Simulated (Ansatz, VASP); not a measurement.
## InP: VASP beside Ansatz

Contents of POSCAR:

```
InP
1.0
    0.0000000000      2.9305000000      2.9305000000
    2.9305000000      0.0000000000      2.9305000000
    2.9305000000      2.9305000000      0.0000000000
In P
1 1
Direct
    0.0000000000      0.0000000000      0.0000000000
    0.7500000000      0.7500000000      0.7500000000
```

INCAR.step1

```
SYSTEM = InP
PREC = Accurate
ENCUT = 550
ISMEAR = -1
SIGMA = 0.1
LREAL = .FALSE.
LASPH = .TRUE.
NELM = 120
GGA = PE
ALGO = Normal
EDIFF = 1E-5
LWAVE = .TRUE.
LCHARG = .FALSE.
GGA_COMPAT = .FALSE.
IBRION = 2
ISIF = 3
EDIFFG = -0.005
NELMIN = 4
NSW = 100
```

Contents of INCAR.step2:

```
SYSTEM = InP
PREC = Accurate
ENCUT = 550
EDIFF = 1E-7
ISMEAR = -1
SIGMA = 0.1
LREAL = .FALSE.
LASPH = .TRUE.
NELM = 120
ALGO = Normal
ISIF = 3
LWAVE = .FALSE.
LCHARG = .FALSE.
METAGGA = R2SCAN
LMIXTAU = .TRUE.
IBRION = 2
NSW = 100
EDIFFG = -0.002
ISTART = 1
GGA_COMPAT = .FALSE.
NELMIN = 4
```

The input KPOINTS:

```
Automatic mesh
0
G
  12 12 12
  0 0 0
```

Input for Ansatz:

```yaml
crystal:
  lattice:
    - [0.0, 2.9305, 2.9305]
    - [2.9305, 0.0, 2.9305]
    - [2.9305, 2.9305, 0.0]
  atoms:
    - { symbol: In, position: [0.0, 0.0, 0.0] }
    - { symbol: P, position: [0.75, 0.75, 0.75] }
kpoints:
  mp_grid: { grid: [12, 12, 12] }
scf:
  occupations: { method: fermi_dirac, width: 0.1 }
hamiltonian:
  xc: r2scan
  pseudopotentials: { kind: paw }
relax:
  f_tol: 0.002
  max_steps: 80
  cell: {}
output:
  forces: true
  stress: true
```

Alike in both runs: task relaxation of cell and atoms; functional r2SCAN; k mesh 12 × 12 × 12; occupations fermi-dirac, width 0.1 eV; no spin polarisation.

|  | VASP | Ansatz |
| --- | --- | --- |
| version | VASP 6.6.1 | Ansatz 0.2.0 |
| potentials or method | VASP PAW PBE potentials, release 64 (In_d, P) | PAW with Ansatz's default frozen-core files, scalar-relativistic |
| plane-wave cutoff (eV) | 550 | 500 |
| valence electrons in the cell | 18 | 18 |

|  | VASP | Ansatz | Ansatz less VASP |
| --- | --- | --- | --- |
| relaxed volume (Å³/atom) | 25.72 | 25.77 | +0.047 |
| relaxed length of the cell vector where the two differ most in proportion (Å) | 4.175 | 4.177 | +0.0026 |

VASP's potentials were made for PBE, not for r2SCAN.
